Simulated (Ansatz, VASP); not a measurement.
Bi2Te3 in VASP and in Ansatz

```xyz
10
Lattice="4.3694 0.0000 0.0000 -2.1847 3.7840 0.0000 0.0000 0.0000 61.2372" Properties=species:S:1:pos:R:3 pbc="T T T"
Te    0.0000    0.0000   21.7755
Te    2.1847    1.2613   25.5446
Te    0.0000    2.5227   29.3179
Te    2.1847    1.2613   31.9193
Te    0.0000    2.5227   35.6926
Te    0.0000    0.0000   39.4617
Bi    0.0000    2.5227   23.5051
Bi    0.0000    0.0000   27.5764
Bi    0.0000    0.0000   33.6608
Bi    2.1847    1.2613   37.7321
```

Alike in both runs: functional PBE; dispersion D3(BJ); k mesh 9 × 9 × 1; occupations gaussian, width 0.02 eV; no spin polarisation.

Ansatz relaxed the structure, and its values are those at the end. VASP's run is a single point on that final structure, the one shown.

|  | VASP | Ansatz |
| --- | --- | --- |
| version | VASP 6.6.1 | Ansatz 0.2.0 |
| potentials or method | VASP PAW PBE potentials, release 64 (Te, Bi_d), cutoff 520 eV | scalar-relativistic, plane waves, PAW |
| valence electrons in the cell | 96 | 156 |

|  | VASP | Ansatz | Ansatz less VASP |
| --- | --- | --- | --- |
| gap on the k mesh at the Fermi level (eV) | 0.57 | 0.59 | +0.015 |
| least direct gap on the mesh (eV) | 0.57 | 0.59 | +0.015 |
| rms of the force components (eV/Å) | 0.004 | 0.001 | -0.0040 |

VASP's potentials hold 96 valence electrons a cell and Ansatz's 156, so a difference there can come from the potentials and not from the codes. Ansatz's warnings: xc potential rough in thin density.

Neither program's run includes spin-orbit coupling.
